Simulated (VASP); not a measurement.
Input of a VASP 6.6.1 run:

The input POSCAR:

```
SnO
1.0
    3.3433575761     -0.0063770770      0.0010765931
   -0.0107851398      5.6409632544      0.0411591889
    0.0013547949      0.0306256038      4.2429822706
Sn O
2 2
Direct
    0.0005396092      0.2333865036      0.5400299941
    0.4910472629      0.7804956539     -0.0025477725
    0.0269316684      0.8921030059      0.7239736682
    0.4814814595      0.0940148365      0.2385461102
```

The input INCAR.step1:

```
ALGO = Normal
EDIFF = 1E-4
ENCUT = 520
GGA = PE
ISMEAR = 0
LASPH = T
LCHARG = F
LREAL = F
LWAVE = T
NBANDS = 28
NELM = 100
PREC = Accurate
SIGMA = 0.05
```

Contents of INCAR.step2:

```
ALGO = Normal
EDIFF = 1E-6
ENCUT = 520
ISIF = 2
ISMEAR = 0
ISTART = 1
LASPH = T
LCHARG = F
LMIXTAU = T
LREAL = F
LWAVE = F
METAGGA = R2SCAN
NBANDS = 28
NELM = 100
PREC = Accurate
SIGMA = 0.05
```

KPOINTS

```
k-points
0
Gamma
  8 6 6
```

Potentials or basis: VASP PAW PBE potentials, release 64 (Sn_d, O).

Launch:

```console
$ cat potpaw_PBE.64/Sn_d/POTCAR potpaw_PBE.64/O/POTCAR > POTCAR
$ cp INCAR.step1 INCAR
$ mpirun -np 1 vasp_std > vasp.out
$ cp INCAR.step2 INCAR
$ mpirun -np 1 vasp_std > vasp.out
```

What does it give for the band gap on the k mesh?

1.44 eV, indirect (least direct gap 1.84 eV).

Predict the largest force.

1.444 eV/Å.

Predict the pressure.

0.1 GPa.

Forces in eV/Å, atoms in the order of the input:
```
Sn  -0.041 -0.433 -1.377
Sn   0.744 -0.964  0.614
O   -1.060  0.292  0.046
O    0.357  1.105  0.718
```

Caveat: the cell differs from its parent crystal (atoms moved at random and the cell strained at random); the PAW data sets were made with another functional, which shifts forces and pressure a little; spin-orbit coupling is left out, which moves the levels of the heavy elements. A k mesh can miss the band edges.
